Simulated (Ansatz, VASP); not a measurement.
# One calculation of Ti, two programs

POSCAR

```
Ti
1.0
    0.0000000000      1.8086154429      2.5573822363
    1.8086154429      0.0000000000      2.5573822363
    1.8086154429      1.8086154429      0.0000000000
Ti
1
Direct
    0.0000000000      0.0000000000      0.0000000000
```

Contents of INCAR.step1:

```
ALGO = Normal ; EDIFF = 1E-4
ENCUT = 520 ; GGA = PE
ISMEAR = 0 ; LASPH = True
LCHARG = False ; LREAL = False
LWAVE = True ; NBANDS = 12
NELM = 100 ; PREC = Accurate
SIGMA = 0.15
```

Contents of INCAR.step2:

```
ALGO = Normal ; EDIFF = 1E-7
ENCUT = 520 ; ISIF = 2
ISMEAR = 0 ; ISTART = 1
LASPH = True ; LCHARG = True
LELF = True ; LMIXTAU = True
LREAL = False ; LVHAR = True
LWAVE = False ; METAGGA = R2SCAN
NBANDS = 12 ; NELM = 100
PREC = Accurate ; SIGMA = 0.15
```

File KPOINTS:

```
k-points
0
Gamma
  22 22 22
```

Input for Ansatz:

```yaml
crystal:
  lattice:
    - [0.0, 1.8086154429, 2.5573822363]
    - [1.8086154429, 0.0, 2.5573822363]
    - [1.8086154429, 1.8086154429, 0.0]
  atoms:
    - { symbol: Ti, position: [0.0, 0.0, 0.0] }
basis:
  ecutwfc: 500
kpoints:
  mp_grid: { grid: [22, 22, 22] }
hamiltonian:
  xc: r2scan
scf:
  occupations: { method: gaussian, width: 0.15 }
output:
  forces: true
  stress: true
  eigenvalues: true
  write_density: true
  write_potential: true
  elf: true
  volumetric_format: npy
```

Alike in both runs: task single point; functional r2SCAN; k mesh 22 × 22 × 22; occupations gaussian, width 0.15 eV; no spin polarisation.

|  | VASP | Ansatz |
| --- | --- | --- |
| version | VASP 6.6.1 | Ansatz 0.2.0 |
| potentials or method | VASP PAW PBE potentials, release 64 (Ti_sv), cutoff 520 eV | scalar-relativistic, plane waves, PAW |
| valence electrons in the cell | 12 | 12 |

|  | VASP | Ansatz | Ansatz less VASP |
| --- | --- | --- | --- |
| gap on the k mesh at the Fermi level (eV) | none | none | - |
| pressure (GPa) | 1.8 | 1.3 | -0.57 |
| traceless stress, the component that is largest in VASP (GPa) | -12.34 | -12.15 | +0.186 |

VASP's potentials were made for PBE, not for r2SCAN. A gap of «none» marks a metal or a gap that the smearing closes.
